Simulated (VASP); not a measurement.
A run of VASP 6.6.1:

POSCAR

```
Pd
1.0
    0.0000000000      1.9593911042      1.9593911042
    1.9593911042      0.0000000000      1.9593911042
    1.9593911042      1.9593911042      0.0000000000
Pd
1
Direct
    0.0000000000      0.0000000000      0.0000000000
```

Contents of INCAR.step1:

```
PREC     = Accurate       # precision mode
ENCUT    = 470            # plane-wave cutoff, eV
EDIFF    = 1E-5           # SCF threshold, eV
ISMEAR   = -1             # smearing method
SIGMA    = 0.05           # smearing width, eV
LREAL    = F              # projectors in reciprocal space
LASPH    = T              # aspherical terms in the spheres
NELM     = 120            # most SCF steps
ALGO     = Normal         # electronic algorithm
ISIF     = 2              # what is computed and relaxed
LWAVE    = T              # write WAVECAR
LCHARG   = F              # write CHGCAR
GGA      = PE             # functional
NBANDS   = 15             # bands
GGA_COMPAT= F
```

The input INCAR.step2:

```
PREC     = Accurate       # precision mode
ENCUT    = 470            # plane-wave cutoff, eV
EDIFF    = 1E-6           # SCF threshold, eV
ISMEAR   = -1             # smearing method
SIGMA    = 0.05           # smearing width, eV
LREAL    = F              # projectors in reciprocal space
LASPH    = T              # aspherical terms in the spheres
NELM     = 120            # most SCF steps
ALGO     = Normal         # electronic algorithm
ISIF     = 2              # what is computed and relaxed
LWAVE    = F              # write WAVECAR
LCHARG   = F              # write CHGCAR
GGA      = PE             # functional
LHFCALC  = T              # exact exchange
AEXX     = 1.0            # exact-exchange fraction
ALDAC    = 0.0          
AGGAC    = 0.0          
PRECFOCK = Normal       
ISTART   = 1            
NBANDS   = 15             # bands
GGA_COMPAT= F
```

KPOINTS

```
Automatic mesh
0
Gamma
  6 6 6
```

Potentials or basis: VASP PAW PBE potentials, release 64 (Pd_sv_GW).

Launch:

```sh
$ cat potpaw_PBE.64/Pd_sv_GW/POTCAR > POTCAR
$ cp INCAR.step1 INCAR
$ mpirun -np 1 vasp_std > vasp.out
$ cp INCAR.step2 INCAR
$ mpirun -np 1 vasp_std > vasp.out
```

Hardware: 1 thread of Intel(R) Xeon(R) 6975P-C (Granite Rapids), with other jobs on the host.

Q: How long does it take, and how much memory?

A: Wall time 11 min on 1 thread of Intel(R) Xeon(R) 6975P-C (Granite Rapids), on a shared host, peak memory 0.14 GiB. Counts: k points 16.
